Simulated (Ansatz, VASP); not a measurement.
## Two plane-wave programs on As

```
As
1.0
     2.67126    0.00000    0.00000
     0.00000    2.67126    0.00000
     0.00000    0.00000    2.67126
As
1
Direct
  0.50000 0.50000 0.50000
```

Alike in both runs: functional revPBE; dispersion D3(BJ); k mesh 7 × 7 × 7; occupations fermi-dirac, width 0.3 eV; no spin polarisation.

Ansatz relaxed the structure, and its values are those at the end. VASP's run is a single point on that final structure, the one shown.

|  | VASP | Ansatz |
| --- | --- | --- |
| version | VASP 6.6.1 | Ansatz 0.2.0 |
| potentials or method | VASP PAW PBE potentials, release 64 (As), cutoff 520 eV | plane waves, PAW |
| valence electrons in the cell | 5 | 15 |

VASP gave:

| Property | Result |
| --- | --- |
| pressure (GPa) | 0.2 |

Question: Estimate Ansatz's values.

Answer: Pressure (GPa): 0.0.

VASP's potentials were made for PBE, not for revPBE. VASP's potentials hold 5 valence electrons a cell and Ansatz's 15, so a difference there can come from the potentials and not from the codes. Ansatz's warnings: force scf threshold loose, stress scf threshold loose.
